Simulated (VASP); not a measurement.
# SrTe (Fm-3m) in VASP: notebook, part 2 of 2

VASP 6.6.1.

**3. Single point, PBE (strain -0.5%)**

File INCAR:

```
  PREC = Accurate
  ENCUT = 500
  EDIFF = 1E-6
  ISMEAR = -1
  SIGMA = 0.02
  LREAL = F
  LASPH = T
  NELM = 120
  ALGO = Normal
  ISIF = 2
  LWAVE = F
  LCHARG = F
  GGA = PE
  NBANDS = 15
  GGA_COMPAT = F
```

File KPOINTS:

```
regular mesh
0
Gamma
  6 6 6
```

File POSCAR:

```
SrTe
1.0
    0.0000000000      3.3359944144      3.3359944144
    3.3359944144      0.0000000000      3.3359944144
    3.3359944144      3.3359944144      0.0000000000
Sr Te
1 1
Direct
    0.0000000000      0.0000000000      0.0000000000
    0.5000000000      0.5000000000      0.5000000000
```

Potentials or basis: VASP PAW PBE potentials, release 64 (Sr_sv, Te).

Launch:

```bash
cat potpaw_PBE.64/Sr_sv/POTCAR potpaw_PBE.64/Te/POTCAR > POTCAR
mpirun -np 1 vasp_std > vasp.out
```

OUTCAR:

```text
PREC = Accurate
   ENCUT = 500
   EDIFF = 1E-6
   ISMEAR = -1
   LREAL = F
   LASPH = T
   NELM = 120
   ISIF = 2
   GGA = PE

 ion  position               nearest neighbor table
   1  0.000  0.000  0.000-   2 3.34   2 3.34   2 3.34   2 3.34   2 3.34   2 3.34
   2  0.500  0.500  0.500-   1 3.34   1 3.34   1 3.34   1 3.34   1 3.34   1 3.34

  LATTYP: Found a face centered cubic cell.
 ALAT       =     6.6719888288

  Lattice vectors:

 A1 = (   0.0000000000,   3.3359944144,   3.3359944144)
 A2 = (   3.3359944144,   0.0000000000,   3.3359944144)
 A3 = (   3.3359944144,   3.3359944144,   0.0000000000)

Analysis of symmetry for initial positions (statically):
=====================================================================
 Subroutine PRICEL returns:
 Original cell was already a primitive cell.

 Routine SETGRP: Setting up the symmetry group for a
 face centered cubic supercell.

 Subroutine GETGRP returns: Found 48 space group operations
 (whereof 48 operations were pure point group operations)
 out of a pool of 48 trial point group operations.

The static configuration has the point symmetry O_h .

[... 164 lines left out ...]
      5      -7.1463      2.00000
      6       2.8170      2.00000
      7       2.8170      2.00000
      8       2.8170      2.00000
      9       5.6469      0.00000
     10       6.0913      0.00000
     11       6.0913      0.00000
     12       6.0913      0.00000
     13       6.7330      0.00000
     14       6.7330      0.00000
[... 257 lines left out ...]
      2     -13.9400      2.00000
      3     -13.9151      2.00000
      4     -13.9087      2.00000
      5      -6.6257      2.00000
      6       1.0196      2.00000
      7       1.4746      2.00000
      8       1.5619      2.00000
      9       5.6863      0.00000
     10       7.2049      0.00000
     11       7.8320      0.00000
     12       8.4971      0.00000
     13       8.9633      0.00000
     14       9.2309      0.00000
     15      11.3013      0.00000

------------------------ aborting loop because EDIFF is reached ----------------------------------------

  FORCE on cell =-STRESS in cart. coord.  units (eV):
  Direction    XX          YY          ZZ          XY          YZ          ZX
  --------------------------------------------------------------------------------------
  -------------------------------------------------------------------------------------
  Total        0.3715188      0.3715188      0.3715188     -0.0000000      0.0000000      0.0000000
  in kB        8.0165114      8.0165114      8.0165114     -0.0000000      0.0000000      0.0000000
  external PRESSURE =       8.0165114 kB  Pullay stress =       0.0000000 kB

 VOLUME and BASIS-vectors are now :
 -----------------------------------------------------------------------------
  energy-cutoff  :      500.00
  volume of cell :       74.25
      direct lattice vectors                 reciprocal lattice vectors
     0.000000000  3.335994414  3.335994414    -0.149880347  0.149880347  0.149880347
     3.335994414  0.000000000  3.335994414     0.149880347 -0.149880347  0.149880347
     3.335994414  3.335994414  0.000000000     0.149880347  0.149880347 -0.149880347

 POSITION                                       TOTAL-FORCE (eV/Angst)
 -----------------------------------------------------------------------------------
      0.00000      0.00000      0.00000        -0.000000      0.000000      0.000000
      3.33599      3.33599      3.33599         0.000000     -0.000000      0.000000
 -----------------------------------------------------------------------------------
    total drift:                                0.000000      0.000000      0.000000

  FREE ENERGIE OF THE ION-ELECTRON SYSTEM (eV)
  ---------------------------------------------------
  free  energy   TOTEN  =        -8.2635252331 eV

  energy  without entropy=       -8.2635252330  energy(sigma->0) =       -8.26352523
```

Run time: 27 s. Hardware: 1 thread of AMD EPYC 7R13, shared host; peak memory 0.18 GiB.

What came out:

| Property | Result |
| --- | --- |
| Free energy | -8.2635 eV |
| Pressure | 0.8 GPa |
| Band gap on the k mesh | 1.71 eV, indirect (least direct gap 2.45 eV) |

Caveat: the cell differs from its parent crystal (strain -0.5%); spin-orbit coupling is left out, which moves the levels of the heavy elements.

**4. Single point, PBE (strain +2.0%)**

File INCAR:

```
PREC = Accurate ; ENCUT = 500
EDIFF = 1E-6 ; ISMEAR = -1
SIGMA = 0.02 ; LREAL = F
LASPH = T ; NELM = 120
ALGO = Normal ; ISIF = 2
LWAVE = F ; LCHARG = F
GGA = PE ; NBANDS = 15
GGA_COMPAT = F
```

KPOINTS is that of step 3.

File POSCAR:

```
SrTe
1.0
    0.0000000000      3.4198133696      3.4198133696
    3.4198133696      0.0000000000      3.4198133696
    3.4198133696      3.4198133696      0.0000000000
Sr Te
1 1
Direct
    0.0000000000      0.0000000000      0.0000000000
    0.5000000000      0.5000000000      0.5000000000
```

Launch:

```bash
cat potpaw_PBE.64/Sr_sv/POTCAR potpaw_PBE.64/Te/POTCAR > POTCAR
mpirun -np 1 vasp_std > vasp.out
```

It took 27 s on 1 thread of AMD EPYC 7R13, shared host; peak memory 0.18 GiB.

Results (log left out):

```
Free energy            : -8.2492 eV
Pressure               : -1.5 GPa
Band gap on the k mesh : 1.88 eV, indirect (least direct gap 2.52 eV)
```

Levels at points of the mesh, in eV from the valence-band top:
```csv
k point,band 6,band 7,band 8,band 9,band 10,band 11
"(0.00, 0.00, 0.00)",0.00,0.00,0.00,2.52,3.33,3.33
"(0.50, 0.00, 0.00)",-2.58,-0.96,-0.96,3.79,5.00,5.19
"(0.50, 0.50, 0.00)",-1.83,-0.68,-0.68,1.88,3.64,4.71
```

Caveat: the cell differs from its parent crystal (strain +2.0%); spin-orbit coupling is left out, which moves the levels of the heavy elements. A k mesh can miss the band edges.

**5. Summary**

```tsv
cell	gap on the mesh (eV)	pressure (GPa)
a = 4.742 Å, angles 60.0°, 2 atoms	1.75	0.3
a = 4.718 Å, angles 60.0°, 2 atoms	1.71	0.8
a = 4.836 Å, angles 60.0°, 2 atoms	1.88	-1.5
```

Alike in all rows: task single point; level PBE; potentials or basis VASP PAW PBE potentials, release 64 (Sr_sv, Te); no spin polarisation; k mesh 6 × 6 × 6; cutoff (eV) 500; smearing fermi-dirac 0.02 eV.

Caveats: spin-orbit coupling is left out, which moves the levels of the heavy elements.

Absolute energies hang on the potentials; compare differences alone.
